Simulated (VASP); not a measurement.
# BiTe in VASP: notebook

Runs on BiTe. Level: LDA. Tasks: single point.

Everything below comes from runs of VASP 6.6.1. Logs are shortened: lines on timing, memory, paths and dates and some standing lists are left out, and cuts for length are marked.

## 1. The cell of the first run

The structure is cubic, space group Fm-3m (No. 225). The conventional cell has a = 6.555 Å, b = 6.555 Å, c = 6.555 Å, α = 90.00°, β = 90.00°, γ = 90.00°. Bi (site symmetry m-3m) has 6 Te at 3.28 Å within 4.3 Å. Within 4.3 Å of Te (site symmetry m-3m) lie 6 Bi at 3.28 Å.

## 2. Single point, LDA (volume scaled by 1.04)

Input file INCAR:

```
PREC = Accurate
ENCUT = 520
EDIFF = 1E-6
ISMEAR = -1
SIGMA = 0.08
LREAL = False
LASPH = True
NELM = 100
ALGO = Normal
ISIF = 2
LWAVE = False
LCHARG = False
GGA = CA
NBANDS = 18
```

Input file KPOINTS:

```
regular mesh
0
Gamma
  10 10 10
```

Input file POSCAR:

```
BiTe
1.0
    0.0000000000      3.2775706714      3.2775706714
    3.2775706714      0.0000000000      3.2775706714
    3.2775706714      3.2775706714      0.0000000000
Bi Te
1 1
Direct
    0.0000000000      0.0000000000      0.0000000000
    0.5000000000      0.5000000000      0.5000000000
```

Potentials or basis: VASP PAW LDA potentials, release 64 (Bi_d, Te).

The run is started by

```console
$ cat potpaw_LDA.64/Bi_d/POTCAR potpaw_LDA.64/Te/POTCAR > POTCAR
$ mpirun -np 1 vasp_std > vasp.out
```

OUTCAR:

```text
PREC = Accurate
   ENCUT = 520
   EDIFF = 1E-6
   ISMEAR = -1
   LREAL = False
   LASPH = True
   NELM = 100
   ISIF = 2
   GGA = CA

 ion  position               nearest neighbor table
   1  0.000  0.000  0.000-   2 3.28   2 3.28   2 3.28   2 3.28   2 3.28   2 3.28
   2  0.500  0.500  0.500-   1 3.28   1 3.28   1 3.28   1 3.28   1 3.28   1 3.28

  LATTYP: Found a face centered cubic cell.
 ALAT       =     6.5551413428

  Lattice vectors:

 A1 = (   0.0000000000,   3.2775706714,   3.2775706714)
 A2 = (   3.2775706714,   0.0000000000,   3.2775706714)
 A3 = (   3.2775706714,   3.2775706714,   0.0000000000)

Analysis of symmetry for initial positions (statically):
=====================================================================
 Subroutine PRICEL returns:
 Original cell was already a primitive cell.

 Routine SETGRP: Setting up the symmetry group for a
 face centered cubic supercell.

 Subroutine GETGRP returns: Found 48 space group operations
 (whereof 48 operations were pure point group operations)
 out of a pool of 48 trial point group operations.

The static configuration has the point symmetry O_h .

Analysis of symmetry for dynamics (positions and initial velocities):
=====================================================================
 Subroutine PRICEL returns:
 Original cell was already a primitive cell.

 Routine SETGRP: Setting up the symmetry group for a
 face centered cubic supercell.

 Subroutine GETGRP returns: Found 48 space group operations
 (whereof 48 operations were pure point group operations)
 out of a pool of 48 trial point group operations.

The dynamic configuration has the point symmetry O_h .

 Subroutine INISYM returns: Found 48 space group operations
 (whereof 48 operations are pure point group operations),
 and found     1 'primitive' translations

----------------------------------------------------------------------------------------

                                     Primitive cell

  volume of cell :      70.4184

  direct lattice vectors                    reciprocal lattice vectors
     0.000000000  3.277570671  3.277570671    -0.152552012  0.152552012  0.152552012
     3.277570671  0.000000000  3.277570671     0.152552012 -0.152552012  0.152552012
     3.277570671  3.277570671  0.000000000     0.152552012  0.152552012 -0.152552012

  length of vectors
     4.635184895  4.635184895  4.635184895     0.264227835  0.264227835  0.264227835

  position of ions in fractional coordinates (direct lattice)
     0.000000000  0.000000000  0.000000000
     0.500000000  0.500000000  0.500000000

  ion indices of the primitive-cell ions
   primitive index   ion index
                 1           1
                 2           2

----------------------------------------------------------------------------------------

 KPOINTS: regular mesh

Automatic generation of k-mesh.
 Grid dimensions read from file:
 generate k-points for:   10   10   10

 Generating k-lattice:

  Cartesian coordinates                     Fractional coordinates (reciprocal lattice)
    -0.015255201  0.015255201  0.015255201     0.100000000  0.000000000  0.000000000
     0.015255201 -0.015255201  0.015255201     0.000000000  0.100000000  0.000000000
     0.015255201  0.015255201 -0.015255201     0.000000000  0.000000000  0.100000000

  Length of vectors
     0.026422784  0.026422784  0.026422784

  Shift w.r.t. Gamma in fractional coordinates (k-lattice)
     0.000000000  0.000000000  0.000000000

 Subroutine IBZKPT returns following result:
 ===========================================

 Found     47 irreducible k-points:

 Following reciprocal coordinates:
            Coordinates               Weight
  0.000000  0.000000  0.000000      1.000000
  0.100000  0.000000  0.000000      8.000000
  0.200000  0.000000  0.000000      8.000000
  0.300000  0.000000  0.000000      8.000000
  0.400000  0.000000  0.000000      8.000000
  0.500000  0.000000  0.000000      4.000000
[... 16 lines left out ...]
  0.300000  0.300000  0.000000      6.000000
  0.400000  0.300000  0.000000     24.000000
 [... further k-points ...]
   k-points           NKPTS =     47   k-points in BZ     NKDIM =     47   number of bands    NBANDS=     18
   number of dos      NEDOS =    301   number of ions     NIONS =      2
   total plane-waves  NPLWV =  46656
   dimension x,y,z NGX =    36 NGY =   36 NGZ =   36
   dimension x,y,z NGXF=    72 NGYF=   72 NGZF=   72
   ions per type =               1   1
   NGX,Y,Z   is equivalent  to a cutoff of  12.91, 12.91, 12.91 a.u.
   NGXF,Y,Z  is equivalent  to a cutoff of  25.82, 25.82, 25.82 a.u.
 SYSTEM =  unknown system
   PREC   = accura    normal or accurate (medium, high low for compatibility)
   ISTART =      0    job   : 0-new  1-cont  2-samecut
   ICHARG =      2    charge: 1-file 2-atom 10-const
   ISPIN  =      1    spin polarized calculation?
   LNONCOLLINEAR =      F non collinear calculations
   LSORBIT =      F    spin-orbit coupling
   LASPH  =      T    aspherical Exc in radial PAW
   ENCUT  =  520.0 eV  38.22 Ry    6.18 a.u.   8.62  8.62  8.62*2*pi/ulx,y,z
   NELM   =    100;   NELMIN=  2; NELMDL= -5     # of ELM steps
   EDIFF  = 0.1E-05   stopping-criterion for ELM
   LREAL  =      F    real-space projection
   EDIFFG = 0.1E-04   stopping-criterion for IOM
   NSW    =      0    number of steps for IOM
   IBRION =     -1    ionic relax: 0-MD 1-quasi-New 2-CG
   NFREE  =      0    steps in history (QN), initial steepest desc. (CG)
   ISIF   =      2    stress and relaxation
   ISYM   =      2    0-nonsym 1-usesym 2-fastsym
   POTIM  = 0.5000    time-step for ionic-motion
   TEBEG  =    0.0;   TEEND  =   0.0 temperature during run
   PSTRESS=    0.0 pullay stress
   NELECT =      21.0000    total number of electrons
   NUPDOWN=      -1.0000    fix difference up-down
   EMIN   =  10.00;   EMAX   =-10.00  energy-range for DOS
   EFERMI =   0.00;   METHOD = LEGACY
   ISMEAR =    -1;   SIGMA  =   0.08  broadening in eV -4-tet -1-fermi 0-gaus
   EFERMI_NEDOS =   21; number of points for ismear=-14 and -15
   IALGO  =     38    algorithm
   IMIX   =      4    mixing-type and parameters
     AMIX     =   0.40;   BMIX     =  1.00
     AMIX_MAG =   1.60;   BMIX_MAG =  1.00
  volume/ion in A,a.u.               =      35.21       237.60
  Fermi-wavevector in a.u.,A,eV,Ry     =   1.093753  2.066893 16.276586  1.196295
  Thomas-Fermi vector in A             =   2.230044
   LORBIT       =      0    0 simple, 1 ext, 2 COOP (PROOUT), +10 PAW based schemes
   GGA     = CA    functional components
   LHFCALC =     F    Hartree Fock is set to
   AEXX    =    0.0000 exact exchange contribution
   IVDW    =     0    specifies the selected vdW correction
   LEPSILON=     F    determine dielectric tensor
   LRPA    =     F    only Hartree local field effects (RPA)
 non-spin polarized calculation
  energy-cutoff  :      520.00
  volume of cell :       70.42
 maximum number of plane-waves:      1917
   NGX = 17   NGY = 17   NGZ = 17

 number of electron      20.9999994 magnetization

 Free energy of the ion-electron system (eV)
  ---------------------------------------------------
  ext. energy  EPLUGINS =         0.00000000
  ---------------------------------------------------
  free energy    TOTEN  =        -8.44336019 eV

  energy without entropy =       -8.41198940  energy(sigma->0) =       -8.42767479

 E-fermi :   5.9468     XC(G=0):  -9.5063

 val. band max:        5.9298825954   @ k =  -0.2000   0.1000   0.0000
 cond. band min:       5.9782098297   @ k =   0.5000   0.1000   0.0000
 fundamental gap:      0.0483272343
 Fermi energy:         5.9467633938

 k-point     1 :       0.0000    0.0000    0.0000
  band No.  band energies     occupation
      1     -17.0959      2.00000
      2     -17.0959      2.00000
      3     -17.0910      2.00000
      4     -17.0910      2.00000
      5     -17.0910      2.00000
      6      -7.3029      2.00000
[... 10 lines left out ...]
     17      11.8358      0.00000
     18      12.5571      0.00000

 k-point     2 :       0.1000    0.0000    0.0000
  band No.  band energies     occupation
      1     -17.0962      2.00000
      2     -17.0962      2.00000
      3     -17.0908      2.00000
      4     -17.0905      2.00000
      5     -17.0905      2.00000
      6      -7.2184      2.00000
[... 10 lines left out ...]
     17      12.4249      0.00000
     18      13.1011      0.00000

 k-point     3 :       0.2000    0.0000    0.0000
  band No.  band energies     occupation
      1     -17.0970      2.00000
      2     -17.0970      2.00000
      3     -17.0904      2.00000
      4     -17.0892      2.00000
      5     -17.0892      2.00000
      6      -6.9672      2.00000
[... 10 lines left out ...]
     17      13.7247      0.00000
     18      14.2752      0.00000

 k-point     4 :       0.3000    0.0000    0.0000
  band No.  band energies     occupation
      1     -17.0981      2.00000
      2     -17.0981      2.00000
      3     -17.0899      2.00000
      4     -17.0874      2.00000
      5     -17.0874      2.00000
      6      -6.5580      2.00000
[... 10 lines left out ...]
     17      14.9732      0.00000
     18      15.7780      0.00000

 k-point     5 :       0.4000    0.0000    0.0000
  band No.  band energies     occupation
      1     -17.0991      2.00000
      2     -17.0991      2.00000
      3     -17.0895      2.00000
      4     -17.0859      2.00000
      5     -17.0859      2.00000
      6      -6.0088      2.00000
[... 10 lines left out ...]
     17      14.7058      0.00000
     18      16.1695      0.00000

 k-point     6 :       0.5000    0.0000    0.0000
  band No.  band energies     occupation
      1     -17.0994      2.00000
      2     -17.0994      2.00000
      3     -17.0893      2.00000
      4     -17.0853      2.00000
      5     -17.0853      2.00000
      6      -5.4635      2.00000
[... 307 lines left out ...]
 k-point    21 :      -0.3000    0.2000    0.0000
  band No.  band energies     occupation
      1     -17.0995      2.00000
      2     -17.0983      2.00000
      3     -17.0884      2.00000
      4     -17.0864      2.00000
      5     -17.0863      2.00000
      6      -5.9618      2.00000
[... 10 lines left out ...]
     17      14.3027      0.00000
     18      15.3625      0.00000

 k-point    22 :      -0.2000    0.2000    0.0000
  band No.  band energies     occupation
      1     -17.0984      2.00000
      2     -17.0979      2.00000
      3     -17.0895      2.00000
      4     -17.0878      2.00000
      5     -17.0866      2.00000
      6      -6.4362      2.00000
[... 10 lines left out ...]
     17      13.8762      0.00000
     18      15.1173      0.00000

 k-point    23 :       0.3000    0.3000    0.0000
  band No.  band energies     occupation
      1     -17.1031      2.00000
      2     -17.0934      2.00000
      3     -17.0929      2.00000
      4     -17.0853      2.00000
      5     -17.0853      2.00000
      6      -6.3899      2.00000
[... 10 lines left out ...]
     17      13.9837      0.00000
     18      13.9837      0.00000

 k-point    24 :       0.4000    0.3000    0.0000
  band No.  band energies     occupation
      1     -17.1043      2.00000
      2     -17.0934      2.00000
      3     -17.0928      2.00000
      4     -17.0843      2.00000
      5     -17.0840      2.00000
      6      -6.0764      2.00000
[... 10 lines left out ...]
     17      14.8367      0.00000
     18      14.9221      0.00000

 [... further k-points ...]
[... 5 lines left out ...]
  --------------------------------------------------------------------------------------
  -------------------------------------------------------------------------------------
  Total       -1.8996357     -1.8996357     -1.8996357      0.0000000     -0.0000000      0.0000000
  in kB      -43.2209907    -43.2209907    -43.2209907      0.0000000     -0.0000000      0.0000000
  external PRESSURE =     -43.2209907 kB  Pullay stress =       0.0000000 kB

 VOLUME and BASIS-vectors are now :
 -----------------------------------------------------------------------------
  energy-cutoff  :      520.00
  volume of cell :       70.42
      direct lattice vectors                 reciprocal lattice vectors
     0.000000000  3.277570671  3.277570671    -0.152552012  0.152552012  0.152552012
     3.277570671  0.000000000  3.277570671     0.152552012 -0.152552012  0.152552012
     3.277570671  3.277570671  0.000000000     0.152552012  0.152552012 -0.152552012

 POSITION                                       TOTAL-FORCE (eV/Angst)
 -----------------------------------------------------------------------------------
      0.00000      0.00000      0.00000         0.000000      0.000000     -0.000000
      3.27757      3.27757      3.27757         0.000000      0.000000      0.000000
 -----------------------------------------------------------------------------------
    total drift:                               -0.000000      0.000000      0.000000

  FREE ENERGIE OF THE ION-ELECTRON SYSTEM (eV)
  ---------------------------------------------------
  free  energy   TOTEN  =        -8.4433601864 eV

  energy  without entropy=       -8.4119893966  energy(sigma->0) =       -8.42767479
```

Wall time 17 s (1 thread of Intel Xeon 6975P-C (Granite Rapids), shared host); peak memory 0.2 GiB.

Results:

| Item | Value |
| --- | --- |
| Free energy | -8.4434 eV |
| Pressure | -4.3 GPa |

Levels at points of the mesh, in eV from the Fermi level:
| k point | band 6 | band 7 | band 8 | band 9 | band 10 | band 11 | band 12 | band 13 | band 14 | band 15 |
| --- | --- | --- | --- | --- | --- | --- | --- | --- | --- | --- |
| (0.00, 0.00, 0.00) | -13.25 | -8.29 | -2.40 | -2.40 | -2.40 | 2.05 | 2.05 | 2.05 | 4.76 | 4.76 |
| (0.50, 0.00, 0.00) | -11.41 | -11.12 | -1.79 | -1.79 | -1.57 | -0.83 | -0.56 | -0.56 | 7.20 | 7.64 |
| (0.50, 0.50, 0.00) | -11.62 | -9.95 | -5.37 | -3.80 | -3.80 | 2.39 | 3.39 | 3.39 | 4.64 | 8.61 |

Caveat: spin-orbit coupling is left out, which moves the levels of the heavy elements.

[end of part 1 of 2]
